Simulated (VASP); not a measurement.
# C (Fd-3m) in VASP: a series of runs

The runs below take C through single point, with r2SCAN, LDA.

Everything below comes from runs of VASP 6.6.1. Logs are shortened: lines on timing, memory, paths and dates and some standing lists are left out, and cuts for length are marked.

**1. The cell of the first run**

Symmetry: Fd-3m, No. 227, cubic system. Conventional cell: a = 3.560 Å, b = 3.560 Å, c = 3.560 Å, α = 90.00°, β = 90.00°, γ = 90.00°. C (site symmetry -43m) has 4 C at 1.54 Å within 2.1 Å.

**2. Single point, r2SCAN**

Input file POSCAR:

```
C
1.0
    0.0000000000      1.7801050049      1.7801050049
    1.7801050049      0.0000000000      1.7801050049
    1.7801050049      1.7801050049      0.0000000000
C
2
Direct
   -0.1250000000     -0.1250000000     -0.1250000000
    0.1250000000      0.1250000000      0.1250000000
```

Input file INCAR.step1:

```
PREC = Accurate
ENCUT = 520
ISMEAR = -1
SIGMA = 0.02
LREAL = F
LASPH = T
NELM = 80
NBANDS = 11
GGA = PE
ALGO = Normal
EDIFF = 1E-4
LWAVE = T
LCHARG = F
```

Input file INCAR.step2:

```
PREC = Accurate
ENCUT = 520
EDIFF = 1E-6
ISMEAR = -1
SIGMA = 0.02
LREAL = F
LASPH = T
NELM = 80
ALGO = Normal
ISIF = 2
LWAVE = F
LCHARG = T
METAGGA = R2SCAN
LMIXTAU = T
LELF = T
LVHAR = T
NBANDS = 11
ISTART = 1
```

Input file KPOINTS:

```
Automatic mesh
0
Gamma
  16 16 16
```

Potentials or basis: VASP PAW PBE potentials, release 64 (C).

On the command line:

```sh
cat potpaw_PBE.64/C/POTCAR > POTCAR
cp INCAR.step1 INCAR
mpirun -np 1 vasp_std > vasp.out
cp INCAR.step2 INCAR
mpirun -np 1 vasp_std > vasp.out
```

OUTCAR:

```text
PREC = Accurate
   ENCUT = 520
   EDIFF = 1E-6
   ISMEAR = -1
   LREAL = F
   LASPH = T
   NELM = 80
   ISIF = 2
   METAGGA = R2SCAN
   ISTART = 1

 ion  position               nearest neighbor table
   1  0.875  0.875  0.875-   2 1.54   2 1.54   2 1.54   2 1.54
   2  0.125  0.125  0.125-   1 1.54   1 1.54   1 1.54   1 1.54

  LATTYP: Found a face centered cubic cell.
 ALAT       =     3.5602100098

  Lattice vectors:

 A1 = (   0.0000000000,   1.7801050049,   1.7801050049)
 A2 = (   1.7801050049,   0.0000000000,   1.7801050049)
 A3 = (   1.7801050049,   1.7801050049,   0.0000000000)

Analysis of symmetry for initial positions (statically):
=====================================================================
 Subroutine PRICEL returns:
 Original cell was already a primitive cell.

 Routine SETGRP: Setting up the symmetry group for a
 face centered cubic supercell.

 Subroutine GETGRP returns: Found 48 space group operations
 (whereof 12 operations were pure point group operations)
 out of a pool of 48 trial point group operations.

The static configuration has the point symmetry D_3d.
 The point group associated with its full space group is O_h .

Analysis of symmetry for dynamics (positions and initial velocities):
=====================================================================
 Subroutine PRICEL returns:
 Original cell was already a primitive cell.

 Routine SETGRP: Setting up the symmetry group for a
 face centered cubic supercell.

 Subroutine GETGRP returns: Found 48 space group operations
 (whereof 12 operations were pure point group operations)
 out of a pool of 48 trial point group operations.

The dynamic configuration has the point symmetry D_3d.
 The point group associated with its full space group is O_h .

 Subroutine INISYM returns: Found 48 space group operations
 (whereof 12 operations are pure point group operations),
 and found     1 'primitive' translations

----------------------------------------------------------------------------------------

                                     Primitive cell

  volume of cell :      11.2815

  direct lattice vectors                    reciprocal lattice vectors
     0.000000000  1.780105005  1.780105005    -0.280882307  0.280882307  0.280882307
     1.780105005  0.000000000  1.780105005     0.280882307 -0.280882307  0.280882307
     1.780105005  1.780105005  0.000000000     0.280882307  0.280882307 -0.280882307

  length of vectors
     2.517448640  2.517448640  2.517448640     0.486502426  0.486502426  0.486502426

  position of ions in fractional coordinates (direct lattice)
     0.875000000  0.875000000  0.875000000
     0.125000000  0.125000000  0.125000000

  ion indices of the primitive-cell ions
   primitive index   ion index
                 1           1
                 2           2

----------------------------------------------------------------------------------------

 KPOINTS: Automatic mesh

Automatic generation of k-mesh.
 Grid dimensions read from file:
 generate k-points for:   16   16   16

 Generating k-lattice:

  Cartesian coordinates                     Fractional coordinates (reciprocal lattice)
    -0.017555144  0.017555144  0.017555144     0.062500000  0.000000000  0.000000000
     0.017555144 -0.017555144  0.017555144     0.000000000  0.062500000  0.000000000
     0.017555144  0.017555144 -0.017555144     0.000000000  0.000000000  0.062500000

  Length of vectors
     0.030406402  0.030406402  0.030406402

  Shift w.r.t. Gamma in fractional coordinates (k-lattice)
     0.000000000  0.000000000  0.000000000

 Subroutine IBZKPT returns following result:
 ===========================================

 Found    145 irreducible k-points:

 Following reciprocal coordinates:
            Coordinates               Weight
  0.000000  0.000000  0.000000      1.000000
  0.062500  0.000000  0.000000      8.000000
  0.125000  0.000000  0.000000      8.000000
  0.187500  0.000000  0.000000      8.000000
  0.250000  0.000000  0.000000      8.000000
  0.312500  0.000000  0.000000      8.000000
[... 16 lines left out ...]
 -0.125000  0.062500  0.000000     24.000000
 -0.062500  0.062500  0.000000     12.000000
 [... further k-points ...]
   k-points           NKPTS =    145   k-points in BZ     NKDIM =    145   number of bands    NBANDS=     11
   number of dos      NEDOS =    301   number of ions     NIONS =      2
   total plane-waves  NPLWV =   8000
   dimension x,y,z NGX =    20 NGY =   20 NGZ =   20
   dimension x,y,z NGXF=    40 NGYF=   40 NGZF=   40
   ions per type =               2
   NGX,Y,Z   is equivalent  to a cutoff of  13.21, 13.21, 13.21 a.u.
   NGXF,Y,Z  is equivalent  to a cutoff of  26.41, 26.41, 26.41 a.u.
 SYSTEM =  unknown system
   PREC   = accura    normal or accurate (medium, high low for compatibility)
   ISTART =      1    job   : 0-new  1-cont  2-samecut
   ICHARG =      0    charge: 1-file 2-atom 10-const
   ISPIN  =      1    spin polarized calculation?
   LNONCOLLINEAR =      F non collinear calculations
   LSORBIT =      F    spin-orbit coupling
   LASPH  =      T    aspherical Exc in radial PAW
   ENCUT  =  520.0 eV  38.22 Ry    6.18 a.u.   4.68  4.68  4.68*2*pi/ulx,y,z
   NELM   =     80;   NELMIN=  2; NELMDL=  0     # of ELM steps
   EDIFF  = 0.1E-05   stopping-criterion for ELM
   LREAL  =      F    real-space projection
[... 7 lines left out ...]
   TEBEG  =    0.0;   TEEND  =   0.0 temperature during run
   PSTRESS=    0.0 pullay stress
   NELECT =       8.0000    total number of electrons
   NUPDOWN=      -1.0000    fix difference up-down
   EMIN   =  10.00;   EMAX   =-10.00  energy-range for DOS
   EFERMI =   0.00;   METHOD = LEGACY
   ISMEAR =    -1;   SIGMA  =   0.02  broadening in eV -4-tet -1-fermi 0-gaus
   EFERMI_NEDOS =   21; number of points for ismear=-14 and -15
   IALGO  =     38    algorithm
   IMIX   =      4    mixing-type and parameters
     AMIX     =   0.40;   BMIX     =  1.00
     AMIX_MAG =   1.60;   BMIX_MAG =  1.00
  volume/ion in A,a.u.               =       5.64        38.07
  Fermi-wavevector in a.u.,A,eV,Ry     =   1.459876  2.758765 28.997240  2.131237
  Thomas-Fermi vector in A             =   2.576391
   LORBIT       =      0    0 simple, 1 ext, 2 COOP (PROOUT), +10 PAW based schemes
   METAGGA = R2SCAN    functional components
   LHFCALC =     F    Hartree Fock is set to
   AEXX    =    0.0000 exact exchange contribution
   IVDW    =     0    specifies the selected vdW correction
   LEPSILON=     F    determine dielectric tensor
   LRPA    =     F    only Hartree local field effects (RPA)
 non-spin polarized calculation
  energy-cutoff  :      520.00
  volume of cell :       11.28
 maximum number of plane-waves:       316
   NGX =  9   NGY =  9   NGZ =  9

 number of electron       7.9999999 magnetization

 Free energy of the ion-electron system (eV)
  ---------------------------------------------------
  ext. energy  EPLUGINS =         0.00000000
  ---------------------------------------------------
  free energy    TOTEN  =       -19.65719323 eV

  energy without entropy =      -19.65719323  energy(sigma->0) =      -19.65719323

 E-fermi :  10.2201     XC(G=0): -14.2881

 val. band max:        9.7929162601   @ k =   0.0000   0.0000   0.0000
 cond. band min:      14.1311327185   @ k =   0.3750   0.3750   0.0000
 fundamental gap:      4.3382164584
 Fermi energy:        10.2200501586

 k-point     1 :       0.0000    0.0000    0.0000
  band No.  band energies     occupation
      1     -12.9788      2.00000
      2       9.7929      2.00000
      3       9.7929      2.00000
      4       9.7929      2.00000
      5      15.6436      0.00000
      6      15.6436      0.00000
      7      15.6436      0.00000
      8      23.7430      0.00000
      9      30.2624      0.00000
     10      37.2421      0.00000
     11      37.2421      0.00000

 k-point     2 :       0.0625    0.0000    0.0000
  band No.  band energies     occupation
      1     -12.8652      2.00000
      2       9.0009      2.00000
      3       9.5891      2.00000
      4       9.5891      2.00000
      5      15.9100      0.00000
      6      15.9100      0.00000
      7      16.1260      0.00000
      8      23.8557      0.00000
      9      30.4631      0.00000
     10      35.7459      0.00000
     11      35.7459      0.00000

 k-point     3 :       0.1250    0.0000    0.0000
  band No.  band energies     occupation
      1     -12.5255      2.00000
      2       7.1980      2.00000
      3       9.0921      2.00000
      4       9.0921      2.00000
      5      16.5664      0.00000
      6      16.5664      0.00000
      7      17.0263      0.00000
      8      24.1888      0.00000
      9      30.9632      0.00000
     10      34.2224      0.00000
     11      34.2224      0.00000

 k-point     4 :       0.1875    0.0000    0.0000
  band No.  band energies     occupation
      1     -11.9623      2.00000
      2       5.0246      2.00000
      3       8.4944      2.00000
      4       8.4944      2.00000
      5      17.3386      0.00000
      6      17.3386      0.00000
      7      17.7994      0.00000
      8      24.7061      0.00000
      9      31.4804      0.00000
     10      33.3084      0.00000
     11      33.3084      0.00000
[... 239 lines left out ...]
 k-point    22 :      -0.1875    0.0625    0.0000
  band No.  band energies     occupation
      1     -11.6261      2.00000
      2       4.3015      2.00000
      3       7.2868      2.00000
      4       8.6802      2.00000
      5      17.1862      0.00000
      6      18.1916      0.00000
      7      18.3274      0.00000
      8      24.7004      0.00000
      9      31.7503      0.00000
     10      31.8740      0.00000
     11      34.0202      0.00000

 k-point    23 :      -0.1250    0.0625    0.0000
  band No.  band energies     occupation
      1     -12.2621      2.00000
      2       6.4726      2.00000
      3       7.8881      2.00000
      4       9.2380      2.00000
      5      16.4662      0.00000
      6      17.3780      0.00000
      7      17.6886      0.00000
      8      24.2974      0.00000
      9      31.3018      0.00000
     10      32.5612      0.00000
     11      34.3493      0.00000

 k-point    24 :      -0.0625    0.0625    0.0000
  band No.  band energies     occupation
      1     -12.6763      2.00000
      2       8.2570      2.00000
      3       8.6427      2.00000
      4       9.5992      2.00000
      5      15.9550      0.00000
      6      16.5353      0.00000
      7      16.8352      0.00000
      8      24.0070      0.00000
      9      30.7710      0.00000
     10      33.8975      0.00000
     11      35.2968      0.00000

 [... further k-points ...]
[... 5 lines left out ...]
  --------------------------------------------------------------------------------------
  -------------------------------------------------------------------------------------
  Total        0.0811529      0.0811529      0.0811529      0.0000000      0.0000000      0.0000000
  in kB       11.5251845     11.5251845     11.5251845      0.0000000      0.0000000      0.0000000
  external PRESSURE =      11.5251845 kB  Pullay stress =       0.0000000 kB

 VOLUME and BASIS-vectors are now :
 -----------------------------------------------------------------------------
  energy-cutoff  :      520.00
  volume of cell :       11.28
      direct lattice vectors                 reciprocal lattice vectors
     0.000000000  1.780105005  1.780105005    -0.280882307  0.280882307  0.280882307
     1.780105005  0.000000000  1.780105005     0.280882307 -0.280882307  0.280882307
     1.780105005  1.780105005  0.000000000     0.280882307  0.280882307 -0.280882307

 POSITION                                       TOTAL-FORCE (eV/Angst)
 -----------------------------------------------------------------------------------
      3.11518      3.11518      3.11518        -0.000000      0.000000      0.000000
      0.44503      0.44503      0.44503         0.000000     -0.000000     -0.000000
 -----------------------------------------------------------------------------------
    total drift:                                0.000000      0.000000     -0.000000

  FREE ENERGIE OF THE ION-ELECTRON SYSTEM (eV)
  ---------------------------------------------------
  free  energy   TOTEN  =       -19.6571932284 eV

  energy  without entropy=      -19.6571932284  energy(sigma->0) =      -19.65719323
```

Run time: 80 s. Hardware: 1 thread of Intel Xeon Platinum 8259CL at 2.50GHz (Skylake/Cascade Lake), shared host; peak memory 0.13 GiB.

Results:

- Free energy: -19.6572 eV
- Pressure: 1.2 GPa
- Band gap on the k mesh: 4.34 eV (least direct gap 5.85 eV)

Levels at points of the mesh, in eV from the valence-band top:
```csv
k point,band 1,band 2,band 3,band 4,band 5,band 6,band 7,band 8,band 9
"(0.00, 0.00, 0.00)",-22.77,0.00,0.00,0.00,5.85,5.85,5.85,13.95,20.47
"(0.50, 0.00, 0.00)",-16.79,-14.11,-2.99,-2.99,8.90,8.90,9.21,16.75,23.30
"(0.50, 0.50, 0.00)",-13.63,-13.63,-6.69,-6.69,5.01,5.01,17.96,17.96,24.73
```

Caveat: the PAW data sets were made with another functional, which shifts forces and pressure a little. A k mesh can miss the band edges.

**3. Single point, LDA**

This run uses another cell than the first one, of 5.51 Å³/atom.

Input file INCAR:

```
ALGO = Normal
EDIFF = 1E-6
ENCUT = 520
GGA = CA
ISIF = 2
ISMEAR = -1
LASPH = T
LCHARG = F
LREAL = F
LWAVE = F
NBANDS = 11
NELM = 80
PREC = Accurate
SIGMA = 0.02
```

Input file KPOINTS:

```
k-points
0
Gamma
  24 24 24
```

Input file POSCAR:

```
C
1.0
    0.0000000000      1.7658715104      1.7658715104
    1.7658715104      0.0000000000      1.7658715104
    1.7658715104      1.7658715104      0.0000000000
C
2
Direct
   -0.1250000000     -0.1250000000     -0.1250000000
    0.1250000000      0.1250000000      0.1250000000
```

Potentials or basis: VASP PAW LDA potentials, release 64 (C).

On the command line:

```sh
cat potpaw_LDA.64/C/POTCAR > POTCAR
mpirun -np 1 vasp_std > vasp.out
```

Run time: 48 s. Hardware: 1 thread of Intel Xeon Platinum 8259CL at 2.50GHz (Skylake/Cascade Lake), shared host; peak memory 0.14 GiB.

The run converged. Its results:

| Quantity | Value |
| --- | --- |
| Free energy | -20.2452 eV |
| Pressure | 1.6 GPa |
| Band gap on the k mesh | 4.17 eV (least direct gap 5.63 eV) |

Levels at points of the mesh, in eV from the valence-band top:
| k point | band 1 | band 2 | band 3 | band 4 | band 5 | band 6 | band 7 | band 8 |
| --- | --- | --- | --- | --- | --- | --- | --- | --- |
| (0.00, 0.00, 0.00) | -21.72 | 0.00 | 0.00 | 0.00 | 5.63 | 5.63 | 5.63 | 14.24 |
| (0.50, 0.00, 0.00) | -15.70 | -13.69 | -2.87 | -2.87 | 8.51 | 8.51 | 9.42 | 15.67 |
| (0.50, 0.50, 0.00) | -12.82 | -12.82 | -6.47 | -6.47 | 4.77 | 4.77 | 17.08 | 17.08 |

(Part 1 of 2 ends here.)
